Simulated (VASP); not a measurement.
# As (Pm-3m) in VASP: single point with LDA

Aim: the single point of As with LDA.

Everything below comes from runs of VASP 6.6.1. Logs are shortened: lines on timing, memory, paths and dates and some standing lists are left out, and cuts for length are marked.

### 1 The cell of the first run

It takes space group Pm-3m (No. 221, cubic). The conventional cell has a = 2.704 Å, b = 2.704 Å, c = 2.704 Å, α = 90.00°, β = 90.00°, γ = 90.00°. As (site symmetry m-3m) has 6 As at 2.70 Å within 3.6 Å.

### 2 Single point, LDA

INCAR

```
SYSTEM = As
  PREC = Accurate
  ENCUT = 520
  EDIFF = 1E-6
  ISMEAR = -1
  SIGMA = 0.05
  LREAL = .False.
  LASPH = .True.
  NELM = 100
  ALGO = Normal
  ISIF = 2
  LWAVE = .False.
  LCHARG = .False.
  GGA = CA
  NBANDS = 8
```

KPOINTS

```
Automatic mesh
0
Gamma
  8 8 8
  0 0 0
```

POSCAR

```
As
1.0
    2.7036820000      0.0000000000      0.0000000000
    0.0000000000      2.7036820000      0.0000000000
    0.0000000000      0.0000000000      2.7036820000
As
1
Direct
    0.5000000000      0.5000000000      0.5000000000
```

Potentials or basis: VASP PAW LDA potentials, release 64 (As).

On the command line:

```console
> cat potpaw_LDA.64/As/POTCAR > POTCAR
> mpirun -np 1 vasp_std > vasp.out
```

OUTCAR:

```text
SYSTEM = As
   PREC = Accurate
   ENCUT = 520
   EDIFF = 1E-6
   ISMEAR = -1
   LREAL = .False.
   LASPH = .True.
   NELM = 100
   ISIF = 2
   GGA = CA

 ion  position               nearest neighbor table
   1  0.500  0.500  0.500-

  LATTYP: Found a simple cubic cell.
 ALAT       =     2.7036820000

  Lattice vectors:

 A1 = (   2.7036820000,   0.0000000000,   0.0000000000)
 A2 = (   0.0000000000,   2.7036820000,   0.0000000000)
 A3 = (   0.0000000000,   0.0000000000,   2.7036820000)

Analysis of symmetry for initial positions (statically):
=====================================================================
 Subroutine PRICEL returns:
 Original cell was already a primitive cell.

 Routine SETGRP: Setting up the symmetry group for a
 simple cubic supercell.

 Subroutine GETGRP returns: Found 48 space group operations
 (whereof 48 operations were pure point group operations)
 out of a pool of 48 trial point group operations.

The static configuration has the point symmetry O_h .

Analysis of symmetry for dynamics (positions and initial velocities):
=====================================================================
 Subroutine PRICEL returns:
 Original cell was already a primitive cell.

 Routine SETGRP: Setting up the symmetry group for a
 simple cubic supercell.

 Subroutine GETGRP returns: Found 48 space group operations
 (whereof 48 operations were pure point group operations)
 out of a pool of 48 trial point group operations.

The dynamic configuration has the point symmetry O_h .

 Subroutine INISYM returns: Found 48 space group operations
 (whereof 48 operations are pure point group operations),
 and found     1 'primitive' translations

----------------------------------------------------------------------------------------

                                     Primitive cell

  volume of cell :      19.7636

  direct lattice vectors                    reciprocal lattice vectors
     2.703682000  0.000000000  0.000000000     0.369865983  0.000000000  0.000000000
     0.000000000  2.703682000  0.000000000     0.000000000  0.369865983  0.000000000
     0.000000000  0.000000000  2.703682000     0.000000000  0.000000000  0.369865983

  length of vectors
     2.703682000  2.703682000  2.703682000     0.369865983  0.369865983  0.369865983

  position of ions in fractional coordinates (direct lattice)
     0.500000000  0.500000000  0.500000000
[... 75 lines left out ...]
   NELM   =    100;   NELMIN=  2; NELMDL= -5     # of ELM steps
   EDIFF  = 0.1E-05   stopping-criterion for ELM
   LREAL  =      F    real-space projection
   EDIFFG = 0.1E-04   stopping-criterion for IOM
   NSW    =      0    number of steps for IOM
   IBRION =     -1    ionic relax: 0-MD 1-quasi-New 2-CG
   NFREE  =      0    steps in history (QN), initial steepest desc. (CG)
   ISIF   =      2    stress and relaxation
   ISYM   =      2    0-nonsym 1-usesym 2-fastsym
   POTIM  = 0.5000    time-step for ionic-motion
   TEBEG  =    0.0;   TEEND  =   0.0 temperature during run
   PSTRESS=    0.0 pullay stress
   NELECT =       5.0000    total number of electrons
   NUPDOWN=      -1.0000    fix difference up-down
   EMIN   =  10.00;   EMAX   =-10.00  energy-range for DOS
   EFERMI =   0.00;   METHOD = LEGACY
   ISMEAR =    -1;   SIGMA  =   0.05  broadening in eV -4-tet -1-fermi 0-gaus
   EFERMI_NEDOS =   21; number of points for ismear=-14 and -15
   IALGO  =     38    algorithm
   IMIX   =      4    mixing-type and parameters
     AMIX     =   0.40;   BMIX     =  1.00
     AMIX_MAG =   1.60;   BMIX_MAG =  1.00
  volume/ion in A,a.u.               =      19.76       133.37
  Fermi-wavevector in a.u.,A,eV,Ry     =   1.035403  1.956627 14.586240  1.072058
  Thomas-Fermi vector in A             =   2.169744
   LORBIT       =      0    0 simple, 1 ext, 2 COOP (PROOUT), +10 PAW based schemes
   GGA     = CA    functional components
   LHFCALC =     F    Hartree Fock is set to
   AEXX    =    0.0000 exact exchange contribution
   IVDW    =     0    specifies the selected vdW correction
   LEPSILON=     F    determine dielectric tensor
   LRPA    =     F    only Hartree local field effects (RPA)
 non-spin polarized calculation
  energy-cutoff  :      520.00
  volume of cell :       19.76
 maximum number of plane-waves:       554
   NGX = 11   NGY = 11   NGZ = 11

 number of electron       5.0000001 magnetization

 Free energy of the ion-electron system (eV)
  ---------------------------------------------------
  ext. energy  EPLUGINS =         0.00000000
  ---------------------------------------------------
  free energy    TOTEN  =        -5.29830944 eV

  energy without entropy =       -5.29113922  energy(sigma->0) =       -5.29472433

 E-fermi :   5.8937     XC(G=0): -10.5924

 val. band max:        5.8819374686   @ k =   0.3750   0.2500   0.1250
 cond. band min:       6.2068643864   @ k =   0.3750   0.2500   0.2500
 fundamental gap:      0.3249269178
 Fermi energy:         5.8936924932

 k-point     1 :       0.0000    0.0000    0.0000
  band No.  band energies     occupation
      1      -9.0464      2.00000
      2      10.0402      0.00000
      3      10.0402      0.00000
      4      10.0402      0.00000
      5      14.5221      0.00000
      6      14.5221      0.00000
      7      16.3552      0.00000
      8      30.8426      0.00000
[... 243 lines left out ...]
 k-point    24 :       0.5000    0.3750    0.1250
  band No.  band energies     occupation
      1      -3.2443      2.00000
      2       1.3546      2.00000
      3       3.4338      2.00000
      4       9.9278      0.00000
      5      11.8439      0.00000
      6      18.7167      0.00000
      7      20.4723      0.00000
      8      24.2226      0.00000

 [... further k-points ...]

------------------------ aborting loop because EDIFF is reached ----------------------------------------

  FORCE on cell =-STRESS in cart. coord.  units (eV):
  Direction    XX          YY          ZZ          XY          YZ          ZX
  --------------------------------------------------------------------------------------
  -------------------------------------------------------------------------------------
  Total       -0.2219048     -0.2219048     -0.2219048     -0.0000000     -0.0000000     -0.0000000
  in kB      -17.9891423    -17.9891423    -17.9891423     -0.0000000     -0.0000000     -0.0000000
  external PRESSURE =     -17.9891423 kB  Pullay stress =       0.0000000 kB

 VOLUME and BASIS-vectors are now :
 -----------------------------------------------------------------------------
  energy-cutoff  :      520.00
  volume of cell :       19.76
      direct lattice vectors                 reciprocal lattice vectors
     2.703682000  0.000000000  0.000000000     0.369865983  0.000000000  0.000000000
     0.000000000  2.703682000  0.000000000     0.000000000  0.369865983  0.000000000
     0.000000000  0.000000000  2.703682000     0.000000000  0.000000000  0.369865983

 POSITION                                       TOTAL-FORCE (eV/Angst)
 -----------------------------------------------------------------------------------
      1.35184      1.35184      1.35184         0.000000      0.000000      0.000000
 -----------------------------------------------------------------------------------
    total drift:                                0.000000      0.000000      0.000000

  FREE ENERGIE OF THE ION-ELECTRON SYSTEM (eV)
  ---------------------------------------------------
  free  energy   TOTEN  =        -5.2983094422 eV

  energy  without entropy=       -5.2911392216  energy(sigma->0) =       -5.29472433
```

stdout:

```text
POSCAR found type information on POSCAR As
 POSCAR found :  1 types and       1 ions
 scaLAPACK will be used
 LDA part: xc-table for (Slater(with rela. corr.)+CA(PZ))
 , standard interpolation
 POSCAR, INCAR and KPOINTS ok, starting setup
 FFT: planning ... GRIDC
 FFT: planning ... GRID_SOFT
 FFT: planning ... GRID
 WAVECAR not read
 entering main loop
```

It took 2.3 s on 1 thread of Intel Xeon 6975P-C (Granite Rapids), shared host; peak memory 0.11 GiB.

What came out:

| Property | Result |
| --- | --- |
| Free energy | -5.2983 eV |
| Pressure | -1.8 GPa |
